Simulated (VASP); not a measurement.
Write the native input for VASP 6.6.1 that does the following.

- Task: single point
- Functional: PBEsol
- Potentials or basis: VASP PAW PBE potentials, release 64 (Na_pv)
- Cutoff: 520 eV
- k mesh: 12 × 12 × 12
- Occupations: fermi-dirac, width 0.1 eV
- Spin: no spin polarisation
- Dipole correction: no
- Further INCAR settings: ALGO = Normal; EDIFF = 1e-07; NBANDS = 10

The structure of Na lies in POSCAR:

```
Na
1.0
    0.0000000000      2.5198473805      2.5198473805
    2.5198473805      0.0000000000      2.5198473805
    2.5198473805      2.5198473805      0.0000000000
Na
1
Direct
    0.0000000000      0.0000000000      0.0000000000
```

This cell differs from its parent crystal: volume scaled by 0.88.

These files were run (other wordings do the same):

INCAR

```
PREC = Accurate
ENCUT = 520
EDIFF = 1E-7
ISMEAR = -1
SIGMA = 0.1
LREAL = False
LASPH = True
NELM = 60
ALGO = Normal
ISIF = 2
LWAVE = False
LCHARG = False
GGA = PS
NBANDS = 10
```

KPOINTS

```
regular mesh
0
Gamma
  12 12 12
```

Potentials or basis: VASP PAW PBE potentials, release 64 (Na_pv).

Command:

```console
$ cat potpaw_PBE.64/Na_pv/POTCAR > POTCAR
$ mpirun -np 1 vasp_std > vasp.out
```

Results of the run:

* Pressure: 1.3 GPa

Caveat: the PAW data sets were made with another functional, which shifts forces and pressure a little.

Run time: 12 s on 1 thread of Intel(R) Xeon(R) Platinum 8259CL CPU @ 2.50GHz (Skylake/Cascade Lake) (shared host), peak memory 0.15 GiB.
